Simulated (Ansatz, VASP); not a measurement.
## BaTiO3: VASP beside Ansatz

```xyz
5
Lattice="4.0299 0.0000 0.0000 0.0000 4.0299 0.0000 0.0000 0.0000 4.0299" Properties=species:S:1:pos:R:3 pbc="T T T"
Ba    2.0149    2.0149    2.0149
Ti    0.0000    0.0000    0.0000
O     2.0149    0.0000    0.0000
O     0.0000    2.0149    0.0000
O     0.0000    0.0000    2.0149
```

Alike in both runs: task single point; functional r2SCAN; k mesh 6 × 6 × 6; occupations gaussian, width 0.0148 eV; no spin polarisation.

|  | VASP | Ansatz |
| --- | --- | --- |
| version | VASP 6.6.1 | Ansatz 0.2.0 |
| potentials or method | VASP PAW PBE potentials, release 64 (Ba_sv, Ti_sv, O_h), cutoff 1480 eV | PAW plane waves |
| valence electrons in the cell | 40 | 40 |

|  | VASP | Ansatz | Ansatz less VASP |
| --- | --- | --- | --- |
| gap on the k mesh at the Fermi level (eV) | 2.09 | 2.10 | +0.012 |
| pressure (GPa) | -2.8 | -4.6 | -1.74 |

VASP's potentials were made for PBE, not for r2SCAN.

Spin-orbit coupling is off throughout.
